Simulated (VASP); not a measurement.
Write the native input for VASP 6.6.1 that does the following.

```
Task                   : single point
Functional             : PBE
Potentials or basis    : VASP PAW PBE potentials, release 64 (Sc_sv, H)
Cutoff                 : 520 eV
k mesh                 : 3 × 2 × 3
Occupations            : fermi-dirac, width 0.05 eV
Spin                   : no spin polarisation
Dipole correction      : no
Further INCAR settings : ALGO = Normal; EDIFF = 1e-06; NBANDS = 78
```

The structure of Sc12H (a cell with a defect) lies in POSCAR:

```
Sc12H
1.0
    6.6200000000      0.0000000000      0.0000000000
   -4.9650000000      8.5996320000      0.0000000000
    0.0000000000      0.0000000000      5.2761400000
Sc H
12 1
Direct
   -0.0009510440      0.0115818909     -0.0329217951
    0.1957380074      0.2735117038      0.4919505548
   -0.0129340689      0.3443054307     -0.0094576717
    0.1363692301      0.5755013703      0.4854306368
   -0.0217917071      0.6628074318      0.0120353137
    0.1544295747      0.8984337934      0.4531342989
    0.4527941657     -0.0216520893     -0.0459047713
    0.6522895726      0.2782793496      0.5127422699
    0.5363476169      0.3303164601      0.0440473528
    0.6092231355      0.5484304445      0.5198307854
    0.5052861650      0.6622143831      0.0515907463
    0.6455443501      0.9117832019      0.4864162058
    0.4962417930      0.0119074863      0.5767473949
```

The input as run:

INCAR

```
SYSTEM = Sc12H
PREC     = Accurate       ! precision mode
ENCUT    = 520            ! plane-wave cutoff, eV
EDIFF    = 1E-6           ! SCF threshold, eV
ISMEAR   = -1             ! smearing method
SIGMA    = 0.05           ! smearing width, eV
LREAL    = .False.        ! projectors in reciprocal space
LASPH    = .True.         ! aspherical terms in the spheres
NELM     = 100            ! most SCF steps
ALGO     = Normal         ! electronic algorithm
ISIF     = 2              ! what is computed and relaxed
LWAVE    = .False.        ! write WAVECAR
LCHARG   = .False.        ! write CHGCAR
GGA      = PE             ! functional
NBANDS   = 78             ! bands
```

KPOINTS

```
regular mesh
0
Gamma
  3 2 3
  0 0 0
```

Potentials or basis: VASP PAW PBE potentials, release 64 (Sc_sv, H).

Run with:

```bash
$ cat potpaw_PBE.64/Sc_sv/POTCAR potpaw_PBE.64/H/POTCAR > POTCAR
$ mpirun -np 1 vasp_std > vasp.out
```

It gave:

```
Pressure               : 1.2 GPa
Largest force          : 2.715 eV/Å
Band gap on the k mesh : zero (an odd number of electrons rules out a gap without spin polarisation)
```

Caveat: the k points lie up to 0.40 Å⁻¹ apart, too coarse for converged energies and pressures of a metal; the atoms stand as in a frame of molecular dynamics.

It took 5.5 min on 1 thread of AMD EPYC 7R13 Processor (Zen 3) (shared host), peak memory 0.44 GiB.
